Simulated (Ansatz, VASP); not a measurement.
# Al: VASP beside Ansatz

Contents of INCAR:

```
SYSTEM = Al
ALGO     = Normal         ! electronic algorithm
EDIFF    = 1E-6           ! SCF threshold, eV
ENCUT    = 520            ! plane-wave cutoff, eV
GGA      = PE             ! functional
ISIF     = 2              ! what is computed and relaxed
ISMEAR   = 0              ! smearing method
IVDW     = 12             ! dispersion correction
LASPH    = .True.         ! aspherical terms in the spheres
LCHARG   = .False.        ! write CHGCAR
LREAL    = .False.        ! projectors in reciprocal space
LWAVE    = .False.        ! write WAVECAR
NBANDS   = 14             ! bands
NELM     = 80             ! most SCF steps
PREC     = Accurate       ! precision mode
SIGMA    = 0.15           ! smearing width, eV
```

KPOINTS

```
k-points
0
Gamma
  18 18 6
  0 0 0
```

File POSCAR:

```
Al
1.0
    2.7386221192      0.0000000000      0.0000000000
   -1.3693110596      2.3717163266      0.0000000000
    0.0000000000      0.0000000000      9.1741102370
Al
4
Direct
    0.0000000000      0.0000000000      0.0000000000
    0.3333333333      0.6666666667      0.2500000000
    0.0000000000      0.0000000000      0.5000000000
    0.6666666667      0.3333333333      0.7500000000
```

Input for Ansatz:

```yaml
crystal:
  lattice:
    - [2.7386221192, 0.0, 0.0]
    - [-1.3693110596, 2.3717163266, 0.0]
    - [0.0, 0.0, 9.174110237]
  atoms:
    - { symbol: Al, position: [0.0, 0.0, 0.0] }
    - { symbol: Al, position: [0.3333333333, 0.6666666667, 0.25] }
    - { symbol: Al, position: [0.0, 0.0, 0.5] }
    - { symbol: Al, position: [0.6666666667, 0.3333333333, 0.75] }
basis:
  ecutwfc: 420
kpoints:
  mp_grid: { grid: [18, 18, 6] }
hamiltonian:
  xc: pbe
  pseudopotentials: { kind: paw, azcp: { folder: soft_1 } }
  dispersion: d3bj
scf:
  occupations: { method: gaussian, width: 0.15 }
output:
  forces: true
  stress: true
  eigenvalues: true
```

Alike in both runs: task single point; functional PBE; dispersion D3(BJ); k mesh 18 × 18 × 6; occupations gaussian, width 0.15 eV; no spin polarisation.

|  | VASP | Ansatz |
| --- | --- | --- |
| version | VASP 6.6.1 | Ansatz 0.2.0 |
| potentials or method | VASP PAW PBE potentials, release 64 (Al), cutoff 520 eV | scalar-relativistic, plane waves, PAW |
| valence electrons in the cell | 12 | 12 |

|  | VASP | Ansatz | Ansatz less VASP |
| --- | --- | --- | --- |
| gap on the k mesh at the Fermi level (eV) | none | none | - |
| pressure (GPa) | 6.2 | 6.2 | 0.00 |
| traceless stress, the component that is largest in VASP (GPa) | -2.10 | -2.10 | +0.001 |

A gap of «none» marks a metal or a gap that the smearing closes.
